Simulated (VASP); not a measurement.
# TiCo (Pm-3m) in VASP: settings compared, part 2 of 2

VASP 6.6.1. Earlier steps stand in the parts before.

### 5 Single point, PBEsol+D3(BJ), collinear spin, ferromagnetic start

This run uses another cell than the first one, of 12.22 Å³/atom, 0.918 times its volume.

File INCAR:

```
SYSTEM = TiCo
ALGO = Normal
EDIFF = 1E-6
ENCUT = 520
GGA = PS
ISIF = 2
ISMEAR = -1
ISPIN = 2
IVDW = 12
LASPH = .True.
LCHARG = .False.
LMAXMIX = 4
LORBIT = 11
LREAL = .False.
LWAVE = .False.
MAGMOM = 2 1
NBANDS = 22
NELM = 150
PREC = Accurate
SIGMA = 0.05
```

File KPOINTS:

```
k-points
0
Gamma
  9 9 9
  0 0 0
```

File POSCAR:

```
TiCo
1.0
    2.9021951299      0.0000000000      0.0000000000
    0.0000000000      2.9021951299      0.0000000000
    0.0000000000      0.0000000000      2.9021951299
Co Ti
1 1
Direct
    0.5000000000      0.5000000000      0.5000000000
    0.0000000000      0.0000000000      0.0000000000
```

Potentials or basis: VASP PAW PBE potentials, release 64 (Co, Ti_sv).

Launch:

```
cat potpaw_PBE.64/Co/POTCAR potpaw_PBE.64/Ti_sv/POTCAR > POTCAR
mpirun -np 1 vasp_std > vasp.out
```

OUTCAR:

```text
SYSTEM = TiCo
   EDIFF = 1E-6
   ENCUT = 520
   GGA = PS
   ISIF = 2
   ISMEAR = -1
   ISPIN = 2
   IVDW = 12
   LASPH = .True.
   LORBIT = 11
   LREAL = .False.
   NELM = 150
   PREC = Accurate
 IVDW          = 12

 ion  position               nearest neighbor table
   1  0.500  0.500  0.500-   2 2.51   2 2.51   2 2.51   2 2.51   2 2.51   2 2.51   2 2.51   2 2.51

   2  0.000  0.000  0.000-   1 2.51   1 2.51   1 2.51   1 2.51   1 2.51   1 2.51   1 2.51   1 2.51

  LATTYP: Found a simple cubic cell.
 ALAT       =     2.9021951299

  Lattice vectors:

 A1 = (   2.9021951299,   0.0000000000,   0.0000000000)
 A2 = (   0.0000000000,   2.9021951299,   0.0000000000)
 A3 = (   0.0000000000,   0.0000000000,   2.9021951299)
[... 1420 lines left out ...]
  energy-cutoff  :      520.00
  volume of cell :       24.44
      direct lattice vectors                 reciprocal lattice vectors
     2.902195130  0.000000000  0.000000000     0.344566769  0.000000000  0.000000000
     0.000000000  2.902195130  0.000000000     0.000000000  0.344566769  0.000000000
     0.000000000  0.000000000  2.902195130     0.000000000  0.000000000  0.344566769

 POSITION                                       TOTAL-FORCE (eV/Angst)
 -----------------------------------------------------------------------------------
      1.45110      1.45110      1.45110         0.000000      0.000000      0.000000
      0.00000      0.00000      0.00000         0.000000      0.000000      0.000000
 -----------------------------------------------------------------------------------
    total drift:                                0.000000      0.000000     -0.000000

  FREE ENERGIE OF THE ION-ELECTRON SYSTEM (eV)
  ---------------------------------------------------
  free  energy   TOTEN  =       -18.0275666229 eV

  energy  without entropy=      -18.0117900558  energy(sigma->0) =      -18.01967834

 total charge

# of ion       s       p       d       tot
------------------------------------------
    1        0.559   0.504   7.383   8.446
    2        2.269   6.211   1.940  10.420
--------------------------------------------------
tot          2.828   6.715   9.323  18.866

 magnetization (x)

# of ion       s       p       d       tot
------------------------------------------
    1        0.023  -0.003   0.535   0.554
    2       -0.001  -0.007  -0.003  -0.012
--------------------------------------------------
tot          0.021  -0.010   0.532   0.543
```

stdout:

```text
POSCAR found type information on POSCAR CoTi
 POSCAR found :  2 types and       2 ions
 scaLAPACK will be used
 -----------------------------------------------------------------------------
|                                                                             |
|                                                                             |
|     You enforced a specific xc type in the INCAR file but a different       |
|     I HOPE YOU KNOW WHAT YOU ARE DOING!                                     |
|                                                                             |
 -----------------------------------------------------------------------------

 LDA part: xc-table for (Slater+PW92), standard interpolation
 POSCAR, INCAR and KPOINTS ok, starting setup
 FFT: planning ... GRIDC
 FFT: planning ... GRID_SOFT
 FFT: planning ... GRID
 WAVECAR not read
 entering main loop
```

It took 27 s on 1 thread of Intel Xeon 6975P-C, shared host; peak memory 0.18 GiB.

What came out:

| Item | Value |
| --- | --- |
| Free energy | -18.0276 eV |
| Pressure | -0.9 GPa |
| Net moment | 0.52 μB per cell |
| Site moments | Co +0.55; Ti -0.01 μB |
| Valence electrons inside the program's atomic spheres | Co 8.45; Ti 10.42 |
| Dispersion energy per atom | -0.564 eV |

Levels at points of the mesh, in eV from the Fermi level:
Spin up:
```
           k point  band 8  band 9  band 10  band 11  band 12  band 13
(0.00, 0.00, 0.00)   -1.86   -1.86    -1.86     0.64     0.64     2.99
```
Spin down:
```
           k point  band 8  band 9  band 10  band 11  band 12  band 13
(0.00, 0.00, 0.00)   -1.52   -1.52    -1.52     0.97     0.97     3.06
```

Caveat: the PAW data sets were made with another functional, which shifts forces and pressure a little; pairwise dispersion overbinds metals, which lowers pressure and volume.

### 6 Single point, PBEsol, collinear spin, ferromagnetic start (volume scaled by 0.94)

File INCAR:

```
PREC = Accurate
ENCUT = 520
EDIFF = 1E-7
ISMEAR = -1
SIGMA = 0.05
LREAL = False
LASPH = True
NELM = 150
ALGO = Normal
ISIF = 2
LWAVE = False
LCHARG = False
ISPIN = 2
MAGMOM = 2 1
LORBIT = 11
LMAXMIX = 4
GGA = PS
NBANDS = 22
```

File KPOINTS:

```
regular mesh
0
Gamma
  9 9 9
```

File POSCAR:

```
TiCo
1.0
    2.9251528449      0.0000000000      0.0000000000
    0.0000000000      2.9251528449      0.0000000000
    0.0000000000      0.0000000000      2.9251528449
Co Ti
1 1
Direct
    0.5000000000      0.5000000000      0.5000000000
    0.0000000000      0.0000000000      0.0000000000
```

Potentials or basis: VASP PAW PBE potentials, release 64 (Co, Ti_sv).

Launch:

```
cat potpaw_PBE.64/Co/POTCAR potpaw_PBE.64/Ti_sv/POTCAR > POTCAR
mpirun -np 1 vasp_std > vasp.out
```

Run time: 30 s. Hardware: 1 thread of Intel Xeon 6975P-C, shared host; peak memory 0.17 GiB.

Results (log left out):

```yaml
Free_energy: -16.9152 eV
Pressure: 1.9 GPa
Net_moment: 0.55 μB per cell
Site_moments: Co +0.59; Ti -0.02 μB
Valence_electrons_inside_the_program's_atomic_spheres: Co 8.40; Ti 10.38
```

Levels at points of the mesh, in eV from the Fermi level:
Spin up:
| k point | band 7 | band 8 | band 9 | band 10 | band 11 | band 12 | band 13 | band 14 |
| --- | --- | --- | --- | --- | --- | --- | --- | --- |
| (0.00, 0.00, 0.00) | -4.36 | -1.84 | -1.84 | -1.84 | 0.61 | 0.61 | 2.90 | 2.90 |
Spin down:
```csv
k point,band 8,band 9,band 10,band 11,band 12,band 13
"(0.00, 0.00, 0.00)",-1.47,-1.47,-1.47,0.95,0.95,2.97
```

Caveat: the cell differs from its parent crystal (volume scaled by 0.94); the PAW data sets were made with another functional, which shifts forces and pressure a little.

### 7 Summary

| level | fixed moment (μB) | cell | k mesh | gap on the mesh (eV) | pressure (GPa) | moment (μB) |
| --- | --- | --- | --- | --- | --- | --- |
| PBE | 3.8 | a = 2.986 Å, 2 atoms | 8 × 8 × 8 | - | 18.3 | 3.80 |
| PBE | 4.5 | a = 2.986 Å, 2 atoms | 8 × 8 × 8 | - | 25.2 | 4.50 |
| PBE | 6.0 | a = 2.986 Å, 2 atoms | 8 × 8 × 8 | - | 43.3 | 6.00 |
| PBEsol+D3(BJ) | - | a = 2.902 Å, 2 atoms | 9 × 9 × 9 | none | -0.9 | 0.52 |
| PBEsol | - | a = 2.925 Å, 2 atoms | 9 × 9 × 9 | none | 1.9 | 0.55 |

Alike in all rows: task single point; potentials or basis VASP PAW PBE potentials, release 64 (Co, Ti_sv); spin collinear, ferromagnetic start; cutoff (eV) 520; smearing fermi-dirac 0.05 eV.

Caveats: the total moment is fixed, so each spin has its own Fermi level (some runs); the PAW data sets were made with another functional, which shifts forces and pressure a little (some runs); pairwise dispersion overbinds metals, which lowers pressure and volume (some runs).

Total energies depend on the potentials used, so only differences within one code and one set of settings carry meaning.
